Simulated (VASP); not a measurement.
Write the native input for VASP 6.6.1 that does the following.

| Item | Value |
| --- | --- |
| Task | single point |
| Functional | LDA |
| Potentials or basis | VASP PAW LDA potentials, release 64 (K_sv, Cl) |
| Cutoff | 520 eV |
| k mesh | 4 × 4 × 4 |
| Occupations | gaussian, width 0.01 eV |
| Spin | no spin polarisation |
| Dipole correction | no |
| Further INCAR settings | ALGO = Normal; EDIFF = 1e-06; NBANDS = 15 |

The structure of KCl lies in POSCAR:

```
KCl
1.0
    0.0000000000      3.5072828430      3.5072828430
    3.5072828430      0.0000000000      3.5072828430
    3.5072828430      3.5072828430      0.0000000000
K Cl
1 1
Direct
    0.0000000000      0.0000000000      0.0000000000
    0.2500000000      0.2500000000      0.2500000000
```

The input as run:

INCAR

```
SYSTEM = KCl
PREC     = Accurate       ! precision mode
ENCUT    = 520            ! plane-wave cutoff, eV
EDIFF    = 1E-6           ! SCF threshold, eV
ISMEAR   = 0              ! smearing method
SIGMA    = 0.01           ! smearing width, eV
LREAL    = .False.        ! projectors in reciprocal space
LASPH    = .True.         ! aspherical terms in the spheres
NELM     = 100            ! most SCF steps
ALGO     = Normal         ! electronic algorithm
ISIF     = 2              ! what is computed and relaxed
LWAVE    = .False.        ! write WAVECAR
LCHARG   = .False.        ! write CHGCAR
GGA      = CA             ! functional
NBANDS   = 15             ! bands
```

KPOINTS

```
Automatic mesh
0
Gamma
  4 4 4
  0 0 0
```

Potentials or basis: VASP PAW LDA potentials, release 64 (K_sv, Cl).

Command:

```bash
$ cat potpaw_LDA.64/K_sv/POTCAR potpaw_LDA.64/Cl/POTCAR > POTCAR
$ mpirun -np 1 vasp_std > vasp.out
```

It gave:

| Quantity | Value |
| --- | --- |
| Pressure | -1.2 GPa |
| Band gap on the k mesh | 4.47 eV (least direct gap 4.51 eV) |

Run time: 15 s on 1 thread of Intel(R) Xeon(R) Platinum 8488C (Sapphire Rapids) (shared host), peak memory 0.19 GiB.
